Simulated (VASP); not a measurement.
# InSe (lda) (P-6m2) in VASP: relaxation of cell and atoms with LDA

Aim: the relaxation of cell and atoms of InSe (lda) with LDA.

All numbers are computed with VASP 6.6.1; they aren't measurements. Logs are shortened: lines on timing, memory, paths and dates and some standing lists are left out, and cuts for length are marked.

## 1. The cell of the first run

It takes space group P-6m2 (No. 187, hexagonal). Conventional cell: a = 4.047 Å, b = 4.047 Å, c = 18.052 Å, α = 90.00°, β = 90.00°, γ = 120.00°. Within 3.5 Å of In (site symmetry 3m) lie 3 Se at 2.65 Å and 1 In at 2.79 Å. Within 3.5 Å of In (site symmetry 3m) lie 3 Se at 2.65 Å and 1 In at 2.79 Å. Within 3.5 Å of Se (site symmetry 3m) lie 3 In at 2.65 Å. Se (site symmetry 3m) has 3 In at 2.65 Å within 3.5 Å.

## 2. Relaxation of cell and atoms, LDA

Input file INCAR:

```
SYSTEM = InSe
PREC = Accurate ; ENCUT = 600
EDIFF = 1E-7 ; ISMEAR = 0
SIGMA = 0.02 ; LREAL = .FALSE.
LASPH = .TRUE. ; NELM = 100
ALGO = Normal ; ISIF = 3
LWAVE = .FALSE. ; LCHARG = .FALSE.
GGA = CA ; IBRION = 2
NSW = 100 ; EDIFFG = -0.002
```

Input file KPOINTS:

```
regular mesh
0
G
  12 12 2
  0 0 0
```

Input file POSCAR:

```
InSe
1.0
    4.0473293151      0.0000000000      0.0000000000
   -2.0236646576      3.5050900044      0.0000000000
    0.0000000000      0.0000000000     18.0520649100
In Se
4 4
Direct
    0.0000000000      0.0000000000      0.5773936800
    0.0000000000      0.0000000000      0.4226063200
    0.3333333300      0.6666666700      0.9226095100
    0.3333333300      0.6666666700      0.0773904900
    0.6666666700      0.3333333300      0.8530000700
    0.6666666700      0.3333333300      0.1469999300
    0.3333333300      0.6666666700      0.6470157200
    0.3333333300      0.6666666700      0.3529842800
```

Potentials or basis: VASP PAW LDA potentials, release 64 (In_d, Se).

On the command line:

```bash
cat potpaw_LDA.64/In_d/POTCAR potpaw_LDA.64/Se/POTCAR > POTCAR
mpirun -np 1 vasp_std > vasp.out
```

OUTCAR:

```text
SYSTEM = InSe
   PREC = Accurate
   ENCUT = 600
   EDIFF = 1E-7
   ISMEAR = 0
   LREAL = .FALSE.
   LASPH = .TRUE.
   NELM = 100
   ISIF = 3
   GGA = CA
   IBRION = 2
   NSW = 100
   EDIFFG = -0.002

 ion  position               nearest neighbor table
   1  0.000  0.000  0.577-   7 2.65   7 2.65   7 2.65   2 2.79
   2  0.000  0.000  0.423-   8 2.65   8 2.65   8 2.65   1 2.79
   3  0.333  0.667  0.923-   5 2.65   5 2.65   5 2.65   4 2.79
   4  0.333  0.667  0.077-   6 2.65   6 2.65   6 2.65   3 2.79
   5  0.667  0.333  0.853-   3 2.65   3 2.65   3 2.65
   6  0.667  0.333  0.147-   4 2.65   4 2.65   4 2.65
   7  0.333  0.667  0.647-   1 2.65   1 2.65   1 2.65
   8  0.333  0.667  0.353-   2 2.65   2 2.65   2 2.65

  LATTYP: Found a hexagonal cell.
 ALAT       =     4.0473293151
 C/A-ratio  =     4.4602411874

  Lattice vectors:

 A1 = (   4.0473293151,   0.0000000000,   0.0000000000)
 A2 = (  -2.0236646576,   3.5050900044,   0.0000000000)
 A3 = (   0.0000000000,   0.0000000000,  18.0520649100)

Analysis of symmetry for initial positions (statically):
=====================================================================
 Subroutine PRICEL returns:
 Original cell was already a primitive cell.

 Routine SETGRP: Setting up the symmetry group for a
 hexagonal supercell.

 Subroutine GETGRP returns: Found 12 space group operations
 (whereof 12 operations were pure point group operations)
 out of a pool of 24 trial point group operations.

The static configuration has the point symmetry D_3h.

Analysis of symmetry for dynamics (positions and initial velocities):
=====================================================================
 Subroutine PRICEL returns:
 Original cell was already a primitive cell.

 Routine SETGRP: Setting up the symmetry group for a
 hexagonal supercell.

 Subroutine GETGRP returns: Found 12 space group operations
 (whereof 12 operations were pure point group operations)
 out of a pool of 24 trial point group operations.

The dynamic configuration has the point symmetry D_3h.

 Subroutine INISYM returns: Found 12 space group operations
 (whereof 12 operations are pure point group operations),
 and found     1 'primitive' translations

----------------------------------------------------------------------------------------

                                     Primitive cell

  volume of cell :     256.0912

  direct lattice vectors                    reciprocal lattice vectors
[... 115 lines left out ...]
   EFERMI_NEDOS =   21; number of points for ismear=-14 and -15
   IALGO  =     38    algorithm
   IMIX   =      4    mixing-type and parameters
     AMIX     =   0.40;   BMIX     =  1.00
     AMIX_MAG =   1.60;   BMIX_MAG =  1.00
  volume/ion in A,a.u.               =      32.01       216.02
  Fermi-wavevector in a.u.,A,eV,Ry     =   1.091980  2.063542 16.223849  1.192419
  Thomas-Fermi vector in A             =   2.228236
   LORBIT       =      0    0 simple, 1 ext, 2 COOP (PROOUT), +10 PAW based schemes
   GGA     = CA    functional components
   LHFCALC =     F    Hartree Fock is set to
   AEXX    =    0.0000 exact exchange contribution
   IVDW    =     0    specifies the selected vdW correction
   LEPSILON=     F    determine dielectric tensor
   LRPA    =     F    only Hartree local field effects (RPA)
 conjugate gradient relaxation of ions
 non-spin polarized calculation
 Gauss-broadening in eV      SIGMA  =   0.02
  energy-cutoff  :      600.00
  volume of cell :      256.09
 maximum number of plane-waves:      8580
   NGX = 17   NGY = 17   NGZ = 73

--------------------------------------- Ionic step        1  -------------------------------------------

 number of electron      75.9999994 magnetization

 Free energy of the ion-electron system (eV)
  ---------------------------------------------------
  ext. energy  EPLUGINS =         0.00000000
  ---------------------------------------------------
  free energy    TOTEN  =       -33.12760077 eV

  energy without entropy =      -33.12760077  energy(sigma->0) =      -33.12760077

------------------------ aborting loop because EDIFF is reached ----------------------------------------

  FORCE on cell =-STRESS in cart. coord.  units (eV):
  Direction    XX          YY          ZZ          XY          YZ          ZX
  --------------------------------------------------------------------------------------
  -------------------------------------------------------------------------------------
  Total       -3.5798542     -3.5798542     -3.2027902      0.0000000      0.0000000      0.0000000
  in kB      -22.3965603    -22.3965603    -20.0375431      0.0000000      0.0000000      0.0000000
  external PRESSURE =     -21.6102212 kB  Pullay stress =       0.0000000 kB
[... 107 lines left out ...]
  FREE ENERGIE OF THE ION-ELECTRON SYSTEM (eV)
  ---------------------------------------------------
  free  energy   TOTEN  =       -33.2081259743 eV

  energy  without entropy=      -33.2081259743  energy(sigma->0) =      -33.20812597

 E-fermi :   4.6892     XC(G=0):  -9.5239

 val. band max:        4.5922915997   @ k =   0.0000   0.0000   0.0000
 cond. band min:       4.8638458490   @ k =   0.0000   0.0000   0.0000
 fundamental gap:      0.2715542494
 Fermi energy:         4.6891570172

 k-point     1 :       0.0000    0.0000    0.0000
  band No.  band energies     occupation
      1     -10.3775      2.00000
      2     -10.3585      2.00000
      3     -10.1556      2.00000
      4     -10.1556      2.00000
      5     -10.1368      2.00000
      6     -10.1368      2.00000
[... 1141 lines left out ...]
     44       8.1741      0.00000
     45       8.7404      0.00000

 [... further k-points ...]

[... ionic steps 4 to 37 ...]

--------------------------------------- Ionic step       38  -------------------------------------------

 number of electron      76.0000000 magnetization

------------------------ aborting loop because EDIFF is reached ----------------------------------------
[... 79 lines left out ...]
--------------------------------------- Ionic step       40  -------------------------------------------

 number of electron      76.0000000 magnetization

 Free energy of the ion-electron system (eV)
  ---------------------------------------------------
  ext. energy  EPLUGINS =         0.00000000
  ---------------------------------------------------
  free energy    TOTEN  =       -33.34268467 eV

  energy without entropy =      -33.34268467  energy(sigma->0) =      -33.34268467

 E-fermi :   4.6075     XC(G=0):  -9.4896

 val. band max:        4.5168536702   @ k =   0.0000   0.0000   0.0000
 cond. band min:       4.7131042209   @ k =   0.0000   0.0000   0.0000
 fundamental gap:      0.1962505508
 Fermi energy:         4.6075151722

 k-point     1 :       0.0000    0.0000    0.0000
  band No.  band energies     occupation
      1     -10.4427      2.00000
      2     -10.4257      2.00000
      3     -10.2241      2.00000
      4     -10.2241      2.00000
      5     -10.2062      2.00000
      6     -10.2062      2.00000
[... 1178 lines left out ...]
  FREE ENERGIE OF THE ION-ELECTRON SYSTEM (eV)
  ---------------------------------------------------
  free  energy   TOTEN  =       -33.3426846744 eV

  energy  without entropy=      -33.3426846744  energy(sigma->0) =      -33.34268467

 reached required accuracy - stopping structural energy minimisation
```

It took 1.5 h on 1 thread of Intel Xeon 6975P-C (Granite Rapids), shared host; peak memory 0.65 GiB.

What came out:

| Property | Result |
| --- | --- |
| Free energy | -33.3427 eV |
| Relaxed volume | 27.86 Å³/atom |
| Relaxed cell | a = 3.975 Å, b = 3.975 Å, c = 16.291 Å, α = 90.00°, β = 90.00°, γ = 120.00° |
| Space group after relaxing (to 0.05 Å) | P-6m2 (No. 187) |
| Energy gained by relaxing | 26.9 meV/atom |
| Ionic steps | 40 |
| Pressure after relaxing | 0.0 GPa |
| Band gap on the k mesh | 0.20 eV, direct |

The path:
```
step  energy change (eV)  largest force (eV/Å)  pressure (GPa)  volume (Å³)
   1              0.0000                0.1268           -2.16       256.09
   2             -0.0664                0.4153            0.94       240.42
   3             -0.0805                0.2476           -0.06       244.85
   4             -0.0936                0.1720           -0.03       243.20
   5             -0.0957                0.1479           -0.01       242.18
   6             -0.1034                0.1234           -0.05       241.26
   7             -0.1074                0.0939           -0.11       239.94
   8             -0.1156                0.0670            0.07       238.19
   9             -0.1332                0.1888            0.64       232.94
  10             -0.1271                0.4290            2.05       222.60
  11             -0.1375                0.2883            1.17       228.83
  12             -0.1389                0.2873            1.16       228.68
  13             -0.1431                0.2844            1.16       228.24
  14             -0.1513                0.2779            1.14       227.37
  15             -0.1662                0.2645            1.12       225.61
  16             -0.1887                0.2315            1.13       222.08
  17             -0.1802                0.1757            1.48       214.91
  18             -0.1953                0.2055            1.25       219.33
  19             -0.2070                0.1277            0.77       220.94
  20             -0.2139                0.0414           -0.02       223.72
  21             -0.2140                0.0319            0.03       223.52
  22             -0.2140                0.0279            0.06       223.43
  23             -0.2141                0.0238            0.05       223.46
  24             -0.2143                0.0158            0.03       223.55
  25             -0.2145                0.0234            0.00       223.74
  26             -0.2146                0.0160           -0.03       223.76
  27             -0.2146                0.0112           -0.05       223.78
  28             -0.2147                0.0141           -0.01       223.55
  29             -0.2148                0.0199            0.05       223.16
  30             -0.2149                0.0180            0.06       223.10
  31             -0.2150                0.0123            0.05       222.95
  32             -0.2151                0.0021            0.03       222.64
  33             -0.2151                0.0028            0.04       222.68
  34             -0.2150                0.0068            0.04       222.79
  35             -0.2151                0.0038            0.04       222.71
  36             -0.2151                0.0052            0.00       222.88
  37             -0.2151                0.0055            0.00       222.90
  38             -0.2151                0.0049            0.00       222.89
  39             -0.2151                0.0048            0.00       222.89
  40             -0.2151                0.0019            0.00       222.90
```

Final structure:
```cif
data_structure
_symmetry_space_group_name_H-M 'P 1'
_symmetry_Int_Tables_number 1
_cell_length_a 3.9747
_cell_length_b 3.9747
_cell_length_c 16.2912
_cell_angle_alpha 90.000
_cell_angle_beta 90.000
_cell_angle_gamma 120.000
_cell_volume 222.90
loop_
_atom_site_label
_atom_site_type_symbol
_atom_site_fract_x
_atom_site_fract_y
_atom_site_fract_z
_atom_site_occupancy
In1 In 0.00000 0.00000 0.58422 1
In2 In 0.00000 0.00000 0.41578 1
In3 In 0.33333 0.66667 0.91576 1
In4 In 0.33333 0.66667 0.08424 1
Se1 Se 0.66667 0.33333 0.83771 1
Se2 Se 0.66667 0.33333 0.16229 1
Se3 Se 0.33333 0.66667 0.66219 1
Se4 Se 0.33333 0.66667 0.33781 1
```

Levels at points of the mesh, in eV from the valence-band top:
```
           k point  band 35  band 36  band 37  band 38  band 39  band 40  band 41  band 42
(0.00, 0.00, 0.00)    -1.29    -1.21    -1.21     0.00     0.20     1.71     1.91     1.98
(0.50, 0.00, 0.00)    -2.35    -2.13    -2.05    -1.74     1.10     1.15     1.63     1.69
(0.00, 0.00, 0.50)    -1.24    -1.24    -1.10    -1.05     1.10     1.20     1.97     2.00
(0.50, 0.00, 0.50)    -2.22    -2.21    -1.85    -1.66     0.94     1.04     1.60     2.03
```

Caveat: spin-orbit coupling is left out, which moves the levels of the heavy elements.
